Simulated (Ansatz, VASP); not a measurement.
One calculation of Hg, two programs

```
CELL_PARAMETERS angstrom
-1.88997 1.88997 1.88997
1.88997 -1.88997 1.88997
1.88997 1.88997 -1.88997
ATOMIC_POSITIONS crystal
Hg 0.00000 0.00000 0.00000
```

Alike in both runs: functional r2SCAN; k mesh 20 × 20 × 20; occupations gaussian, width 0.1 eV; no spin polarisation.

Ansatz relaxed the structure, and its values are those at the end. VASP's run is a single point on that final structure, the one shown.

```csv
,VASP,Ansatz
version,VASP 6.6.1,Ansatz 0.2.0
potentials or method,"VASP PAW PBE potentials, release 64 (Hg), cutoff 520 eV","scalar-relativistic, plane waves, PAW"
valence electrons in the cell,12,20
```

VASP gave:

* gap on the k mesh at the Fermi level (eV): none
* pressure (GPa): 0.2

Problem. Estimate Ansatz's values.

Solution. gap on the k mesh at the Fermi level (eV): none; pressure (GPa): 0.0.

VASP's potentials were made for PBE, not for r2SCAN. A gap of «none» marks a metal or a gap that the smearing closes. With one functional, cell and mesh, what is left measures potentials, basis and numerics. VASP's potentials hold 12 valence electrons a cell and Ansatz's 20, so a difference there can come from the potentials and not from the codes.

Neither program's run includes spin-orbit coupling.
